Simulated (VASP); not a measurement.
Set up this calculation in VASP 6.6.1, as the native input.

```
Task                   : single point
Functional             : LDA
Potentials or basis    : VASP PAW LDA potentials, release 64 (Al, Ga_d, N)
Cutoff                 : 520 eV
k mesh                 : 6 × 6 × 6
Occupations            : gaussian, width 0.05 eV
Spin                   : no spin polarisation
Dipole correction      : no
Further INCAR settings : ALGO = Normal; EDIFF = 1e-07; NBANDS = 41
```

The structure of AlGa3N4 lies in POSCAR:

```
AlGa3N4
1.0
    4.4716853600      0.0000000000      0.0000000000
    0.0000000000      4.4716853600      0.0000000000
    0.0000000000      0.0000000000      4.4716853600
Al Ga N
1 3 4
Direct
   -0.0370343875      0.1663740490      0.0183393141
    0.4346025806      0.4878761447      0.0153813076
    0.5165350064     -0.0823061781      0.5298763297
   -0.0291301153      0.4382668724      0.4693746731
    0.7289580708      0.7780205610      0.1839229754
    0.7291217818      0.2370903924      0.7808461271
    0.3322011657      0.7763410745      0.7087317008
    0.3247458975      0.1983370840      0.2935275723
```

This cell differs from its parent crystal: atoms moved at random.

One way to write it, as run:

INCAR

```
ALGO = Normal ; EDIFF = 1E-7
ENCUT = 520 ; GGA = CA
ISIF = 2 ; ISMEAR = 0
LASPH = T ; LCHARG = T
LELF = T ; LREAL = F
LVHAR = T ; LWAVE = F
NBANDS = 41 ; NELM = 80
PREC = Accurate ; SIGMA = 0.05
```

KPOINTS

```
k-points
0
Gamma
  6 6 6
```

Potentials or basis: VASP PAW LDA potentials, release 64 (Al, Ga_d, N).

Launch:

```bash
$ cat potpaw_LDA.64/Al/POTCAR potpaw_LDA.64/Ga_d/POTCAR potpaw_LDA.64/N/POTCAR > POTCAR
$ mpirun -np 1 vasp_std > vasp.out
```

Results of the run:

The pressure is 42.5 GPa. The largest force is 45.399 eV/Å and the band gap on the k mesh is 0.22 eV (least direct gap 0.63 eV).

Caveat: the cell differs from its parent crystal (atoms moved at random); atoms lie so close that the PAW spheres overlap strongly, which falsifies energies and pressures; the stress differs along the axes, from 18 to 60 GPa; semilocal functionals underestimate gaps, and a narrow one can read as zero; forces of over 1 eV/Å act on the atoms, so gaps and moduli don't describe the material at rest.

It took 15 min on 1 thread of Oxide Virtual Turin-like Processor, on a shared host, peak memory 0.38 GiB.
